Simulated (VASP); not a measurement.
Runs of VASP 6.6.1 on TiAl. The structure is that of space group P-6m2 (No. 187), or close to it. The cells are those of the table. 

| cell | gap on the mesh (eV) | pressure (GPa) |
| --- | --- | --- |
| a = 2.905, b = 2.905, c = 4.740 Å, angles 90.0, 90.0, 120.0°, 2 atoms | none | (b) |
| a = 2.829, b = 2.829, c = 4.615 Å, angles 90.0, 90.0, 120.0°, 2 atoms | none | -2.0 |
| a = 2.978, b = 2.978, c = 4.858 Å, angles 90.0, 90.0, 120.0°, 2 atoms | none | -14.4 |
| a = 2.942, b = 2.942, c = 4.800 Å, angles 90.0, 90.0, 120.0°, 2 atoms | none | (a) |
| a = 2.789, b = 2.789, c = 4.550 Å, angles 90.0, 90.0, 120.0°, 2 atoms | none | 3.0 |

Alike in all rows: task single point; level LDA; potentials or basis VASP PAW LDA potentials, release 64 (Ti_sv, Al); no spin polarisation; k mesh 9 × 9 × 5; cutoff (eV) 520; smearing gaussian 0.1 eV.

**Question.** Fill in the values left out.

**Answer.** (a) -12.2; (b) -9.5.

A gap of «none» marks levels without a gap at the run's occupations.
